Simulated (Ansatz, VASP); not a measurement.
# Two plane-wave programs on PbS

Contents of INCAR:

```
SYSTEM = PbS
PREC = Accurate
ENCUT = 600
EDIFF = 1E-6
ISMEAR = 0
SIGMA = 0.1
LREAL = .FALSE.
LASPH = .TRUE.
NELM = 100
ALGO = Normal
ISIF = 3
LWAVE = .FALSE.
LCHARG = .FALSE.
GGA = PE
IBRION = 2
NSW = 90
EDIFFG = -0.04
```

File KPOINTS:

```
regular mesh
0
G
  8 8 8
  0 0 0
```

The input POSCAR:

```
PbS
1.0
   -1.7410837700      1.7410837700      5.8915488300
    1.7410837700     -1.7410837700      5.8915488300
    1.7410837700      1.7410837700     -5.8915488300
Pb S
2 2
Direct
    0.5420000000      0.5420000000      0.0000000000
    0.2920000000      0.7920000000      0.5000000000
    0.9580000000      0.9580000000      0.0000000000
    0.7080000000      0.2080000000      0.5000000000
```

Input for Ansatz:

```yaml
crystal:
  lattice:
    - [-1.74108377, 1.74108377, 5.89154883]
    - [1.74108377, -1.74108377, 5.89154883]
    - [1.74108377, 1.74108377, -5.89154883]
  atoms:
    - { symbol: Pb, position: [0.542, 0.542, 0.0] }
    - { symbol: Pb, position: [0.292, 0.792, 0.5] }
    - { symbol: S, position: [0.958, 0.958, 0.0] }
    - { symbol: S, position: [0.708, 0.208, 0.5] }
basis:
  ecutwfc: 420
kpoints:
  mp_grid: { grid: [8, 8, 8] }
hamiltonian:
  xc: pbe
scf:
  occupations: { method: gaussian, width: 0.1 }
  lower_state_search: "off"
output:
  forces: true
  stress: true
  eigenvalues: true
relax:
  adjacent_minimum: "off"
  f_tol: 0.04
  max_steps: 70
  cell: { stress_tol: 0.4 }
```

Alike in both runs: task relaxation of cell and atoms; functional PBE; k mesh 8 × 8 × 8; occupations gaussian, width 0.1 eV; no spin polarisation.

```csv
,VASP,Ansatz
version,VASP 6.6.1,Ansatz 0.2.0
potentials or method,"VASP PAW PBE potentials, release 64 (Pb_d, S), cutoff 600 eV","scalar-relativistic, plane waves, PAW"
valence electrons in the cell,40,40
```

Ansatz gave:

- gap on the k mesh at the Fermi level, each at its own relaxed structure (eV): 0.81
- relaxed volume (Å³/atom): 27.19
- relaxed cell length with the largest relative difference (Å): 7.722

Task: Which values does VASP return?

Result: gap on the k mesh at the Fermi level, each at its own relaxed structure (eV): 0.83; relaxed volume (Å³/atom): 27.22; relaxed cell length with the largest relative difference (Å): 7.780.

Spin-orbit coupling is off throughout. Noted on VASP's run: the volume moved by over 15 % at a fixed basis, so the end points are rough.
